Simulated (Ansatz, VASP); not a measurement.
**In3GaAs4 in VASP and in Ansatz**

```xyz
8
Lattice="4.2960 0.0000 0.0000 -2.1480 3.7205 0.0000 0.0000 0.0000 14.1097" Properties=species:S:1:pos:R:3 pbc="T T T"
In    0.0000    0.0000   10.5714
In    0.0000    2.4803   14.1907
In    0.0000    2.4803    6.9538
Ga    0.0000    0.0000    3.5239
As    0.0000    0.0000    1.0172
As    0.0000    0.0000    7.8993
As    0.0000    2.4803    4.2667
As    0.0000    2.4803   11.5149
```

Change from the starting cell: species swapped into the MnZn3S4 type (P3m1, No. 156).

Alike in both runs: functional PBE; k mesh 5 × 5 × 2; occupations gaussian, width 0.2 eV; no spin polarisation.

Ansatz relaxed the structure, and its values are those at the end. VASP's run is a single point on that final structure, the one shown.

|  | VASP | Ansatz |
| --- | --- | --- |
| version | VASP 6.6.1 | Ansatz 0.2.0 |
| potentials or method | VASP PAW PBE potentials, release 64 (In_d, Ga_d, As), cutoff 520 eV | scalar-relativistic, plane waves, PAW |
| valence electrons in the cell | 72 | 112 |

VASP gave:

```
gap on the k mesh at the Fermi level (eV) : none
pressure (GPa)                            : 0.1
rms of the force components (eV/Å)        : 0.005
```

What did Ansatz give for the same quantities?

gap on the k mesh at the Fermi level (eV): none; pressure (GPa): 0.0; rms of the force components (eV/Å): 0.006.

A gap of «none» marks a metal or a gap that the smearing closes. VASP's potentials hold 72 valence electrons a cell and Ansatz's 112, so a difference there can come from the potentials and not from the codes.
